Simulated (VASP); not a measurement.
# Hf (I4/mmm) in VASP: a series of runs

The runs below take Hf through single point, with r2SCAN.

All numbers are computed with VASP 6.6.1; they aren't measurements. Logs are shortened: lines on timing, memory, paths and dates and some standing lists are left out, and cuts for length are marked.

### Step 1. The cell of the first run

Symmetry: I4/mmm, No. 139, tetragonal system. The conventional cell has a = 3.624 Å, b = 3.624 Å, c = 3.332 Å, α = 90.00°, β = 90.00°, γ = 90.00°. Within 4.0 Å of Hf (site symmetry 4/mmm) lie 14 Hf at 3.06 to 3.62 Å.

### Step 2. Single point, r2SCAN

Input file POSCAR:

```
Hf
1.0
    0.0000000000      2.5628027946      1.6658218165
    2.5628027946      0.0000000000      1.6658218165
    2.5628027946      2.5628027946      0.0000000000
Hf
1
Direct
    0.0000000000      0.0000000000      0.0000000000
```

Input file INCAR.step1:

```
SYSTEM = Hf
PREC = Accurate
ENCUT = 520
ISMEAR = 0
SIGMA = 0.15
LREAL = .False.
LASPH = .True.
NELM = 100
NBANDS = 11
GGA = PE
ALGO = Normal
EDIFF = 1E-4
LWAVE = .True.
LCHARG = .False.
```

Input file INCAR.step2:

```
SYSTEM = Hf
PREC = Accurate
ENCUT = 520
EDIFF = 1E-6
ISMEAR = 0
SIGMA = 0.15
LREAL = .False.
LASPH = .True.
NELM = 100
ALGO = Normal
ISIF = 2
LWAVE = .False.
LCHARG = .True.
METAGGA = R2SCAN
LMIXTAU = .True.
LELF = .True.
LVHAR = .True.
NBANDS = 11
ISTART = 1
```

Input file KPOINTS:

```
regular mesh
0
Gamma
  20 20 20
  0 0 0
```

Potentials or basis: VASP PAW PBE potentials, release 64 (Hf_pv).

Command:

```bash
$ cat potpaw_PBE.64/Hf_pv/POTCAR > POTCAR
$ cp INCAR.step1 INCAR
$ mpirun -np 1 vasp_std > vasp.out
$ cp INCAR.step2 INCAR
$ mpirun -np 1 vasp_std > vasp.out
```

OUTCAR:

```text
SYSTEM = Hf
   PREC = Accurate
   ENCUT = 520
   EDIFF = 1E-6
   ISMEAR = 0
   LREAL = .False.
   LASPH = .True.
   NELM = 100
   ISIF = 2
   METAGGA = R2SCAN
   ISTART = 1

 ion  position               nearest neighbor table
   1  0.000  0.000  0.000-

  LATTYP: Found a body centered tetragonal cell.
 ALAT       =     3.6243504698
 C/A-ratio  =     0.9192388155

  Lattice vectors:

 A1 = (   0.0000000000,  -2.5628027946,  -1.6658218165)
 A2 = (   0.0000000000,   2.5628027946,  -1.6658218165)
 A3 = (   2.5628027946,   0.0000000000,   1.6658218165)

Analysis of symmetry for initial positions (statically):
=====================================================================
 Subroutine PRICEL returns:
 Original cell was already a primitive cell.

 Routine SETGRP: Setting up the symmetry group for a
 body centered tetragonal supercell.

 Subroutine GETGRP returns: Found 16 space group operations
 (whereof 16 operations were pure point group operations)
 out of a pool of 16 trial point group operations.

The static configuration has the point symmetry D_4h.

Analysis of symmetry for dynamics (positions and initial velocities):
=====================================================================
 Subroutine PRICEL returns:
 Original cell was already a primitive cell.

 Routine SETGRP: Setting up the symmetry group for a
 body centered tetragonal supercell.

 Subroutine GETGRP returns: Found 16 space group operations
 (whereof 16 operations were pure point group operations)
 out of a pool of 16 trial point group operations.

The dynamic configuration has the point symmetry D_4h.

 Subroutine INISYM returns: Found 16 space group operations
 (whereof 16 operations are pure point group operations),
 and found     1 'primitive' translations

----------------------------------------------------------------------------------------

                                     Primitive cell

  volume of cell :      21.8821

  direct lattice vectors                    reciprocal lattice vectors
     0.000000000  2.562802795  1.665821817    -0.195098898  0.195098898  0.300152150
     2.562802795  0.000000000  1.665821817     0.195098898 -0.195098898  0.300152150
     2.562802795  2.562802795  0.000000000     0.195098898  0.195098898 -0.300152150

  length of vectors
     3.056619127  3.056619127  3.624350470     0.407698998  0.407698998  0.407698998

  position of ions in fractional coordinates (direct lattice)
     0.000000000  0.000000000  0.000000000

  ion indices of the primitive-cell ions
   primitive index   ion index
[... 81 lines left out ...]
   POTIM  = 0.5000    time-step for ionic-motion
   TEBEG  =    0.0;   TEEND  =   0.0 temperature during run
   PSTRESS=    0.0 pullay stress
   NELECT =      10.0000    total number of electrons
   NUPDOWN=      -1.0000    fix difference up-down
   EMIN   =  10.00;   EMAX   =-10.00  energy-range for DOS
   EFERMI =   0.00;   METHOD = LEGACY
   ISMEAR =     0;   SIGMA  =   0.15  broadening in eV -4-tet -1-fermi 0-gaus
   EFERMI_NEDOS =   21; number of points for ismear=-14 and -15
   IALGO  =     38    algorithm
   IMIX   =      4    mixing-type and parameters
     AMIX     =   0.40;   BMIX     =  1.00
     AMIX_MAG =   1.60;   BMIX_MAG =  1.00
  volume/ion in A,a.u.               =      21.88       147.67
  Fermi-wavevector in a.u.,A,eV,Ry     =   1.260991  2.382927 21.634588  1.590097
  Thomas-Fermi vector in A             =   2.394472
   LORBIT       =      0    0 simple, 1 ext, 2 COOP (PROOUT), +10 PAW based schemes
   METAGGA = R2SCAN    functional components
   LHFCALC =     F    Hartree Fock is set to
   AEXX    =    0.0000 exact exchange contribution
   IVDW    =     0    specifies the selected vdW correction
   LEPSILON=     F    determine dielectric tensor
   LRPA    =     F    only Hartree local field effects (RPA)
 non-spin polarized calculation
 Gauss-broadening in eV      SIGMA  =   0.15
  energy-cutoff  :      520.00
  volume of cell :       21.88
 maximum number of plane-waves:       604
   NGX = 11   NGY = 11   NGZ = 13

 number of electron       9.9999999 magnetization

 Free energy of the ion-electron system (eV)
  ---------------------------------------------------
  ext. energy  EPLUGINS =         0.00000000
  ---------------------------------------------------
  free energy    TOTEN  =       -44.96861123 eV

  energy without entropy =      -44.94926938  energy(sigma->0) =      -44.95894030

 E-fermi :   4.6308     XC(G=0): -12.2789

 val. band max:        4.6276426444   @ k =   0.5000   0.0500   0.3500
 cond. band min:       4.6352806353   @ k =  -0.4000   0.2000   0.1000
 fundamental gap:      0.0076379909
 Fermi energy:         4.6307780307

 k-point     1 :       0.0000    0.0000    0.0000
  band No.  band energies     occupation
      1     -26.2839      2.00000
      2     -26.2839      2.00000
      3     -26.2650      2.00000
      4      -2.8527      2.00000
      5       5.7300      0.00000
      6       6.8208      0.00000
      7       6.8208      0.00000
      8       8.4896      0.00000
      9       9.9595      0.00000
     10      16.8347      0.00000
     11      18.2200      0.00000
[... 309 lines left out ...]
 k-point    24 :      -0.3500    0.0500    0.0000
  band No.  band energies     occupation
      1     -26.9892      2.00000
      2     -26.5341      2.00000
      3     -26.3168      2.00000
      4       0.6296      2.00000
      5       4.3604      1.98921
      6       4.9244      0.00564
      7       9.2150      0.00000
      8       9.7920      0.00000
      9      10.5475      0.00000
     10      16.6226      0.00000
     11      16.8315      0.00000

 [... further k-points ...]

------------------------ aborting loop because EDIFF is reached ----------------------------------------

  FORCE on cell =-STRESS in cart. coord.  units (eV):
  Direction    XX          YY          ZZ          XY          YZ          ZX
  --------------------------------------------------------------------------------------
  -------------------------------------------------------------------------------------
  Total        0.3147597      0.3147597     -0.1769682      0.0000000     -0.0000000     -0.0000000
  in kB       23.0462741     23.0462741    -12.9573701      0.0000000     -0.0000000     -0.0000000
  external PRESSURE =      11.0450593 kB  Pullay stress =       0.0000000 kB

 VOLUME and BASIS-vectors are now :
 -----------------------------------------------------------------------------
  energy-cutoff  :      520.00
  volume of cell :       21.88
      direct lattice vectors                 reciprocal lattice vectors
     0.000000000  2.562802795  1.665821817    -0.195098898  0.195098898  0.300152150
     2.562802795  0.000000000  1.665821817     0.195098898 -0.195098898  0.300152150
     2.562802795  2.562802795  0.000000000     0.195098898  0.195098898 -0.300152150

 POSITION                                       TOTAL-FORCE (eV/Angst)
 -----------------------------------------------------------------------------------
      0.00000      0.00000      0.00000        -0.000000     -0.000000      0.000000
 -----------------------------------------------------------------------------------
    total drift:                               -0.000000     -0.000000     -0.000000

  FREE ENERGIE OF THE ION-ELECTRON SYSTEM (eV)
  ---------------------------------------------------
  free  energy   TOTEN  =       -44.9686112290 eV

  energy  without entropy=      -44.9492693809  energy(sigma->0) =      -44.95894030
```

OUTCAR.step1:

```text
SYSTEM = Hf
   PREC = Accurate
   ENCUT = 520
   ISMEAR = 0
   LREAL = .False.
   LASPH = .True.
   NELM = 100
[... 555 lines left out ...]
 -----------------------------------------------------------------------------------
      0.00000      0.00000      0.00000        -0.000000      0.000000      0.000000
 -----------------------------------------------------------------------------------
    total drift:                               -0.000000     -0.000000      0.000000

  FREE ENERGIE OF THE ION-ELECTRON SYSTEM (eV)
  ---------------------------------------------------
  free  energy   TOTEN  =        -9.7685277424 eV

  energy  without entropy=       -9.7481024582  energy(sigma->0) =       -9.75831510
```

OSZICAR.step1:

```text
N       E                     dE             d eps       ncg     rms          rms(c)
DAV:   1     0.131344465104E+02    0.13134E+02   -0.57376E+03 14150   0.842E+02
DAV:   2    -0.963746583997E+01   -0.22772E+02   -0.22008E+02 17807   0.155E+02
DAV:   3    -0.100954366180E+02   -0.45797E+00   -0.45104E+00 17709   0.150E+01
DAV:   4    -0.100971569350E+02   -0.17203E-02   -0.17199E-02 15937   0.111E+00
DAV:   5    -0.100971660579E+02   -0.91229E-05   -0.91220E-05 17716   0.719E-02    0.453E+01
DAV:   6    -0.985238794876E+01    0.24478E+00   -0.20700E-01 15893   0.339E+00    0.266E+01
DAV:   7    -0.977242616571E+01    0.79962E-01   -0.29909E-01 16127   0.395E+00    0.117E+00
DAV:   8    -0.976849750439E+01    0.39287E-02   -0.20026E-02 15787   0.103E+00    0.134E-01
DAV:   9    -0.976852774235E+01   -0.30238E-04   -0.32259E-04 16597   0.148E-01
   1 F= -.97685277E+01 E0= -.97583151E+01  d E =-.204253E-01
```

Run time: 6.1 min. Hardware: 1 thread of AMD EPYC 9R45 (Zen 5), shared host; peak memory 0.25 GiB.

Results:

```
Free energy            : -44.9686 eV
Pressure               : 1.1 GPa
Band gap on the k mesh : zero (band 5 reaches 6.16 eV, above the bottom of band 6 at 3.83 eV)
```

Stress tensor (GPa, compression positive):
```
 2.30  0.00  0.00
 0.00  2.30  0.00
 0.00  0.00 -1.30
```

Levels at points of the mesh, in eV from the Fermi level:
```csv
k point,band 3,band 4,band 5,band 6,band 7,band 8
"(0.00, 0.00, 0.00)",-30.90,-7.48,1.10,2.19,2.19,3.86
"(0.50, 0.00, 0.00)",-30.95,-3.52,-0.78,1.14,4.61,6.20
"(0.50, 0.50, 0.00)",-31.42,-2.93,-2.72,6.96,6.96,7.18
"(0.50, 0.00, 0.50)",-30.89,-3.66,0.34,0.57,3.64,5.15
```

Caveat: the PAW data sets were made with another functional, which shifts forces and pressure a little; spin-orbit coupling is left out, which moves the levels of the heavy elements.

[end of part 1 of 2]
